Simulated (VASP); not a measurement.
A run of VASP 6.6.1 is set up as follows.

INCAR

```
SYSTEM = Rh
ALGO = Normal
EDIFF = 1E-6
ENCUT = 520
GGA = PS
ISIF = 2
ISMEAR = -1
LASPH = .TRUE.
LCHARG = .FALSE.
LREAL = .FALSE.
LWAVE = .FALSE.
NBANDS = 14
NELM = 100
PREC = Accurate
SIGMA = 0.08
```

KPOINTS

```
k-points
0
G
  16 16 16
  0 0 0
```

POSCAR

```
Rh
1.0
    0.0000000000      1.9015500000      1.9205655000
    1.9015500000      0.0000000000      1.9205655000
    1.9015500000      1.9015500000      0.0000000000
Rh
1
Direct
    0.0000000000      0.0000000000      0.0000000000
```

Potentials or basis: VASP PAW PBE potentials, release 64 (Rh_pv).

Run with:

```bash
$ cat potpaw_PBE.64/Rh_pv/POTCAR > POTCAR
$ mpirun -np 1 vasp_std > vasp.out
```

(1) Predict the pressure.

Answers

(1) -7.6 GPa.

Caveat: the cell differs from its parent crystal (zz strain of +1 %); the PAW data sets were made with another functional, which shifts forces and pressure a little.
